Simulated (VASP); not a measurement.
# BN (P6_3mc) in VASP: elastic constants with PBEsol

Aim: the elastic constants of BN with PBEsol.

All numbers are computed with VASP 6.6.1; they aren't measurements. Logs are shortened: lines on timing, memory, paths and dates and some standing lists are left out, and cuts for length are marked.

### 1 The cell of the first run

It takes space group P6_3mc (No. 186, hexagonal). The conventional cell has a = 2.526 Å, b = 2.526 Å, c = 4.179 Å, α = 90.00°, β = 90.00°, γ = 120.00°. B (site symmetry 3m) has 4 N at 1.55 to 1.56 Å within 2.1 Å. N (site symmetry 3m) has 4 B at 1.55 to 1.56 Å within 2.1 Å.

### 2 Elastic constants, PBEsol

The input, INCAR:

```
SYSTEM = BN
PREC = Accurate
ENCUT = 600
EDIFF = 1E-8
ISMEAR = 0
SIGMA = 0.01
LREAL = .False.
LASPH = .True.
NELM = 120
ALGO = Normal
ISIF = 3
LWAVE = .False.
LCHARG = .True.
GGA = PS
NBANDS = 16
IBRION = 6
NFREE = 2
POTIM = 0.015
NSW = 1
GGA_COMPAT = .False.
```

The input, KPOINTS:

```
Automatic mesh
0
Gamma
  12 12 6
  0 0 0
```

The input, POSCAR:

```
BN
1.0
    2.5260461568      0.0000000000      0.0000000000
   -1.2630230784      2.1876201429      0.0000000000
    0.0000000000      0.0000000000      4.1791181324
B N
2 2
Direct
    0.6666666667      0.3333333333      0.9996631398
    0.3333333333      0.6666666667      0.4996631398
    0.6666666667      0.3333333333      0.6253368602
    0.3333333333      0.6666666667      0.1253368602
```

Potentials or basis: VASP PAW PBE potentials, release 64 (B, N).

Command:

```bash
> cat potpaw_PBE.64/B/POTCAR potpaw_PBE.64/N/POTCAR > POTCAR
> mpirun -np 1 vasp_std > vasp.out
```

OUTCAR:

```text
SYSTEM = BN
   PREC = Accurate
   ENCUT = 600
   EDIFF = 1E-8
   ISMEAR = 0
   LREAL = .False.
   LASPH = .True.
   NELM = 120
   ISIF = 3
   GGA = PS
   IBRION = 6
   NFREE = 2
   POTIM = 0.015
   NSW = 1

 ion  position               nearest neighbor table
   1  0.667  0.333  1.000-   4 1.55   4 1.55   4 1.55   3 1.56
   2  0.333  0.667  0.500-   3 1.55   3 1.55   3 1.55   4 1.56
   3  0.667  0.333  0.625-   2 1.55   2 1.55   2 1.55   1 1.56
   4  0.333  0.667  0.125-   1 1.55   1 1.55   1 1.55   2 1.56

  LATTYP: Found a hexagonal cell.
 ALAT       =     2.5260461568
 C/A-ratio  =     1.6544108353

  Lattice vectors:

 A1 = (   2.5260461568,   0.0000000000,   0.0000000000)
 A2 = (  -1.2630230784,   2.1876201429,   0.0000000000)
 A3 = (   0.0000000000,   0.0000000000,   4.1791181324)

Analysis of symmetry for initial positions (statically):
=====================================================================
 Subroutine PRICEL returns:
 Original cell was already a primitive cell.

 Routine SETGRP: Setting up the symmetry group for a
 hexagonal supercell.

 Subroutine GETGRP returns: Found 12 space group operations
 (whereof  6 operations were pure point group operations)
 out of a pool of 24 trial point group operations.

The static configuration has the point symmetry C_3v.
 The point group associated with its full space group is C_6v.

Analysis of symmetry for dynamics (positions and initial velocities):
=====================================================================
 Subroutine PRICEL returns:
 Original cell was already a primitive cell.

 Routine SETGRP: Setting up the symmetry group for a
 hexagonal supercell.

 Subroutine GETGRP returns: Found 12 space group operations
 (whereof  6 operations were pure point group operations)
 out of a pool of 24 trial point group operations.

The dynamic configuration has the point symmetry C_3v.
 The point group associated with its full space group is C_6v.

 Subroutine INISYM returns: Found 12 space group operations
 (whereof  6 operations are pure point group operations),
 and found     1 'primitive' translations

----------------------------------------------------------------------------------------

                                     Primitive cell

  volume of cell :      23.0939

  direct lattice vectors                    reciprocal lattice vectors
     2.526046157  0.000000000  0.000000000     0.395875585  0.228558876  0.000000000
    -1.263023078  2.187620143  0.000000000     0.000000000  0.457117751  0.000000000
     0.000000000  0.000000000  4.179118132     0.000000000  0.000000000  0.239284932

  length of vectors
     2.526046157  2.526046157  4.179118132     0.457117751  0.457117751  0.239284932

  position of ions in fractional coordinates (direct lattice)
     0.666666667  0.333333333  0.999663140
     0.333333333  0.666666667  0.499663140
     0.666666667  0.333333333  0.625336860
     0.333333333  0.666666667  0.125336860

  ion indices of the primitive-cell ions
   primitive index   ion index
                 1           1
                 2           2
                 3           3
[... 118 lines left out ...]
  ext. energy  EPLUGINS =         0.00000000
  ---------------------------------------------------
  free energy    TOTEN  =       -36.62237258 eV

  energy without entropy =      -36.62237258  energy(sigma->0) =      -36.62237258

------------------------ aborting loop because EDIFF is reached ----------------------------------------

  FORCE on cell =-STRESS in cart. coord.  units (eV):
  Direction    XX          YY          ZZ          XY          YZ          ZX
  --------------------------------------------------------------------------------------
  -------------------------------------------------------------------------------------
  Total        1.0653987      1.0653987      1.0582681      0.0000000      0.0000000      0.0000000
  in kB       73.9136915     73.9136915     73.4189966      0.0000000      0.0000000      0.0000000
  external PRESSURE =      73.7487932 kB  Pullay stress =       0.0000000 kB
[... 95 lines left out ...]
  FREE ENERGIE OF THE ION-ELECTRON SYSTEM (eV)
  ---------------------------------------------------
  free  energy   TOTEN  =       -36.5893302056 eV

  energy  without entropy=      -36.5893302056  energy(sigma->0) =      -36.58933021

[... ionic steps 4 to 18 ...]

--------------------------------------- Ionic step       19  -------------------------------------------

 number of electron      16.0000002 magnetization

------------------------ aborting loop because EDIFF is reached ----------------------------------------
[... 71 lines left out ...]
--------------------------------------- Ionic step       21  -------------------------------------------

 number of electron      16.0000002 magnetization

 Free energy of the ion-electron system (eV)
  ---------------------------------------------------
  ext. energy  EPLUGINS =         0.00000000
  ---------------------------------------------------
  free energy    TOTEN  =       -36.61795810 eV

  energy without entropy =      -36.61795810  energy(sigma->0) =      -36.61795810

 E-fermi :   7.8414     XC(G=0): -13.1182

 val. band max:        7.7775642879   @ k =   0.0000   0.0000   0.0000
 cond. band min:      12.8010466093   @ k =   0.3333   0.3333   0.0000
 fundamental gap:      5.0234823214
 Fermi energy:         7.8413529455

 k-point     1 :       0.0000    0.0000    0.0000
  band No.  band energies     occupation
      1     -12.8905      2.00000
      2      -8.5764      2.00000
      3      -3.4091      2.00000
      4       5.6087      2.00000
      5       5.6087      2.00000
      6       7.5954      2.00000
[... 433 lines left out ...]
      3      -1.2311      2.00000
      4       0.2472      2.00000
      5       1.6948      2.00000
      6       3.3614      2.00000
[... 8 lines left out ...]
     15      24.1134      0.00000
     16      24.3847      0.00000

 [... further k-points ...]

------------------------ aborting loop because EDIFF is reached ----------------------------------------

  FORCE on cell =-STRESS in cart. coord.  units (eV):
  Direction    XX          YY          ZZ          XY          YZ          ZX
  --------------------------------------------------------------------------------------
  -------------------------------------------------------------------------------------
  Total        1.1021184      1.1021184      1.0386860      0.0000000     -0.0000000      0.0000000
  in kB       76.4611762     76.4611762     72.0604610      0.0000000     -0.0000000      0.0000000
  external PRESSURE =      74.9942712 kB  Pullay stress =       0.0000000 kB
[... 19 lines left out ...]
  FREE ENERGIE OF THE ION-ELECTRON SYSTEM (eV)
  ---------------------------------------------------
  free  energy   TOTEN  =       -36.6179581022 eV

  energy  without entropy=      -36.6179581022  energy(sigma->0) =      -36.61795810

 INTERNAL STRAIN TENSORS FROM STRAINED CELLS
 ============================================

 INTERNAL STRAIN TENSOR FOR ION    1 for displacements in x,y,z  (eV/Angst):
          X           Y           Z          XY          YZ          ZX
  --------------------------------------------------------------------------------
  x     0.00000    -0.00000    -0.00000     3.74649    -0.00000     3.58447
  y     3.76328    -3.78734     0.00000     0.00003     3.58039     0.00008
  z     2.26033     2.26694    -2.26401     0.00012     0.00438     0.00003

 INTERNAL STRAIN TENSORS FROM DISPLACED ATOMS
 ============================================

 INTERNAL STRAIN TENSOR FOR ION    1 for displacements in x,y,z  (eV/Angst):
          X           Y           Z          XY          YZ          ZX
  --------------------------------------------------------------------------------
  x     0.00000     0.00000     0.00000     3.74972    -0.00000     3.58148
  y     3.74972    -3.74972     0.00000     0.00000     3.58148     0.00000
  z     2.24445     2.24445    -2.21996     0.00000     0.00000     0.00000

 INTERNAL STRAIN TENSOR FOR ION    4 for displacements in x,y,z  (eV/Angst):
          X           Y           Z          XY          YZ          ZX
  --------------------------------------------------------------------------------
  x     0.00000     0.00000     0.00000    -5.98793     0.00000    -3.58395
  y    -5.98793     5.98793     0.00000    -0.00000    -3.58396     0.00000
  z    -2.24881    -2.24881     2.22170    -0.00000    -0.00000    -0.00000

 Eigenvectors and eigenvalues of the dynamical matrix
 ----------------------------------------------------

   1 f  =   33.913567 THz   213.085225 2PiTHz 1131.234822 cm-1   140.255179 meV
             X         Y         Z           dx          dy          dz
      1.263023  0.729207  4.177710     0.000000    0.000000   -0.638151
     -0.000000  1.458413  2.088151     0.000000    0.000000    0.638151
      1.263023  0.729207  2.613357    -0.000000   -0.000000   -0.304570
     -0.000000  1.458413  0.523798    -0.000000   -0.000000    0.304570
[... 71 lines left out ...]
  12 f/i=    0.002307 THz     0.014495 2PiTHz    0.076951 cm-1     0.009541 meV
             X         Y         Z           dx          dy          dz
      1.263023  0.729207  4.177710     0.000000   -0.000000    0.466792
     -0.000000  1.458413  2.088151     0.000000   -0.000000    0.466792
      1.263023  0.729207  2.613357     0.000000   -0.000000    0.531136
     -0.000000  1.458413  0.523798     0.000000   -0.000000    0.531136

--------------------------------------------------------------------------------------------------------

 ELASTIC MODULI CONTR FROM IONIC RELAXATION (kBar)
 Direction    XX          YY          ZZ          XY          YZ          ZX
 --------------------------------------------------------------------------------
 XX        -210.3594    154.1840     27.7651     -0.0000      0.0000      0.0000
 YY         154.1840   -210.3594     27.7651      0.0000     -0.0000     -0.0000
 ZZ          27.7651     27.7651    -27.4463     -0.0000      0.0000      0.0000
 XY          -0.0000      0.0000     -0.0000   -182.2717     -0.0000     -0.0000
 YZ           0.0000     -0.0000      0.0000     -0.0000    -67.3901     -0.0000
 ZX           0.0000     -0.0000      0.0000     -0.0000     -0.0000    -67.3901
 --------------------------------------------------------------------------------

 TOTAL ELASTIC MODULI (kBar)
 Direction    XX          YY          ZZ          XY          YZ          ZX
 --------------------------------------------------------------------------------
 XX        9895.9391   1536.7570    669.1874     -0.0000      0.0000      0.0000
 YY        1536.7570   9895.9391    669.1874      0.0000     -0.0000     -0.0000
 ZZ         669.1874    669.1874  11029.9928     -0.0000      0.0000      0.0000
 XY          -0.0000      0.0000     -0.0000   4179.5910     -0.0000     -0.0000
 YZ           0.0000     -0.0000      0.0000     -0.0000   3407.7780     -0.0000
 ZX           0.0000     -0.0000      0.0000     -0.0000     -0.0000   3407.7781
 --------------------------------------------------------------------------------
```

It took 24 min on 1 thread of Intel Xeon Platinum 8259CL at 2.50GHz (Skylake/Cascade Lake), shared host; peak memory 0.4 GiB.

Results:

| Property | Result |
| --- | --- |
| Voigt bulk modulus | 406 GPa |
| Highest phonon frequency at Γ, LO-TO splitting left out | 1131 cm⁻¹ |

Phonon frequencies in cm⁻¹ (negative: imaginary):
```csv
q point,frequencies
"(0.000, 0.000, 0.000)",0 0 0 470 470 992 992 996 1054 1085 1085 1131
```

Elastic tensor in Voigt notation (GPa, in the Cartesian axes of the cell as first typed):
```
 990  154   67    0    0    0
 154  990   67    0    0    0
  67   67 1103    0    0    0
   0    0    0  341    0    0
   0    0    0    0  341    0
   0    0    0    0    0  418
```

Clamped-ion elastic tensor (GPa):
```
1011  138   64    0    0    0
 138 1011   64    0    0    0
  64   64 1106    0    0    0
   0    0    0  348    0    0
   0    0    0    0  348    0
   0    0    0    0    0  436
```

Caveat: the cell is under stress, which shifts elastic constants; the PAW data sets were made with another functional, which shifts forces and pressure a little.
